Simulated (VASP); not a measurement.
Here is a VASP 6.6.1 calculation.

The input INCAR:

```
SYSTEM = Al3Pt
ALGO     = Normal         ! electronic algorithm
EDIFF    = 1E-7           ! SCF threshold, eV
EDIFFG   = -0.04          ! ionic threshold
ENCUT    = 600            ! plane-wave cutoff, eV
GGA      = PE             ! functional
IBRION   = 2              ! ionic algorithm
ISIF     = 3              ! what is computed and relaxed
ISMEAR   = 0              ! smearing method
LASPH    = .True.         ! aspherical terms in the spheres
LCHARG   = .False.        ! write CHGCAR
LREAL    = .False.        ! projectors in reciprocal space
LWAVE    = .False.        ! write WAVECAR
NELM     = 100            ! most SCF steps
NSW      = 90             ! ionic steps
PREC     = Accurate       ! precision mode
SIGMA    = 0.1            ! smearing width, eV
```

File KPOINTS:

```
k-points
0
Gamma
  4 4 4
  0 0 0
```

File POSCAR:

```
Al3Pt
1.0
    4.1989307100      0.0000000000      0.0000000000
    0.0000000000      4.1989307100      0.0000000000
    0.0000000000      0.0000000000      4.0992405600
Al Pt
3 1
Direct
    0.0000000000      0.5000000000      0.4275732500
    0.5000000000      0.0000000000      0.5724267500
    0.5000000000      0.5000000000      0.5000000000
    0.0000000000      0.0000000000      0.0000000000
```

Potentials or basis: VASP PAW PBE potentials, release 64 (Al, Pt).

Run with:

```bash
$ cat potpaw_PBE.64/Al/POTCAR potpaw_PBE.64/Pt/POTCAR > POTCAR
$ mpirun -np 1 vasp_std > vasp.out
```

Task: What does it give for the relaxed volume?

Result: 17.66 Å³/atom.

Task: What does it give for the space group after relaxing (to 0.05 Å)?

Result: P-4m2 (No. 115).

Final structure:
```
Al Pt
1.0
     5.08191    0.00000    0.00000
     0.00000    5.08191    0.00000
     0.00000    0.00000    2.73571
Al Pt
3 1
Direct
  0.00000 0.50000 0.98620
  0.50000 0.00000 0.01380
  0.50000 0.50000 0.50000
  0.00000 0.00000 0.00000
```

Caveat: the k points lie up to 0.57 Å⁻¹ apart in the final cell.
